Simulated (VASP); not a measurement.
Input of a VASP 6.6.1 run:

File POSCAR:

```
GaN
1.0
    2.9372297331      0.0000000000      0.0000000000
   -1.4686148666      2.5437155656      0.0000000000
    0.0000000000      0.0000000000      4.9820844113
Ga N
2 2
Direct
    0.0000000000      0.0000000000      0.0000000000
    0.0000000000      0.0000000000      0.5000000000
    0.3333333333      0.6666666667      0.2500000000
    0.6666666667      0.3333333333      0.7500000000
```

INCAR.step1

```
SYSTEM = GaN
PREC = Accurate
ENCUT = 520
ISMEAR = 0
SIGMA = 0.01
LREAL = .FALSE.
LASPH = .TRUE.
NELM = 100
NBANDS = 26
GGA = PE
ALGO = Normal
EDIFF = 1E-4
LWAVE = .TRUE.
LCHARG = .FALSE.
```

The input INCAR.step2:

```
SYSTEM = GaN
PREC = Accurate
ENCUT = 520
EDIFF = 1E-6
ISMEAR = 0
SIGMA = 0.01
LREAL = .FALSE.
LASPH = .TRUE.
NELM = 100
ALGO = Normal
ISIF = 2
LWAVE = .FALSE.
LCHARG = .FALSE.
METAGGA = R2SCAN
LMIXTAU = .TRUE.
NBANDS = 26
ISTART = 1
```

File KPOINTS:

```
regular mesh
0
G
  9 9 4
  0 0 0
```

Potentials or basis: VASP PAW PBE potentials, release 64 (Ga_d, N).

Run with:

```bash
$ cat potpaw_PBE.64/Ga_d/POTCAR potpaw_PBE.64/N/POTCAR > POTCAR
$ cp INCAR.step1 INCAR
$ mpirun -np 1 vasp_std > vasp.out
$ cp INCAR.step2 INCAR
$ mpirun -np 1 vasp_std > vasp.out
```

Problem. Predict the pressure.

Solution. 8.9 GPa.

Problem. Estimate the band gap on the k mesh.

Solution. 2.08 eV (least direct gap 2.64 eV).

Stress tensor (GPa, compression positive):
```
8.46 0.00 0.00
0.00 8.46 0.00
0.00 0.00 9.79
```

Caveat: the cell stands under pressure; the PAW data sets were made with another functional, which shifts forces and pressure a little; an odd mesh through Γ misses points on the zone boundary, where band edges can lie.
